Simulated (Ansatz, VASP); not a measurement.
# One calculation of BN, two programs

```
CELL_PARAMETERS angstrom
2.55458 0.00000 0.00000
-1.27729 2.21233 0.00000
0.00000 0.00000 4.22451
ATOMIC_POSITIONS crystal
B 0.62301 0.30137 0.99981
B 0.33333 0.66667 0.49981
N 0.66667 0.33333 0.62519
N 0.33333 0.66667 0.12519
```

Alike in both runs: task single point; functional PBE; k mesh 12 × 12 × 6; occupations gaussian, width 0.05 eV; no spin polarisation.

|  | VASP | Ansatz |
| --- | --- | --- |
| version | VASP 6.6.1 | Ansatz 0.2.0 |
| potentials or method | VASP PAW PBE potentials, release 64 (B, N), cutoff 520 eV | scalar-relativistic, plane waves, PAW |
| valence electrons in the cell | 16 | 16 |

|  | VASP | Ansatz | Ansatz less VASP |
| --- | --- | --- | --- |
| gap on the k mesh at the Fermi level (eV) | 4.71 | 4.73 | +0.016 |
| least direct gap on the mesh (eV) | 7.31 | 7.32 | +0.008 |
| pressure (GPa) | 1.6 | 1.4 | -0.22 |
| traceless stress, the component that is largest in VASP (GPa) | 1.47 | 1.38 | -0.089 |
| rms of the force components (eV/Å) | 0.830 | 0.825 | -0.0047 |

Atom by atom the forces differ by 0.005 eV/Å (rms over components).
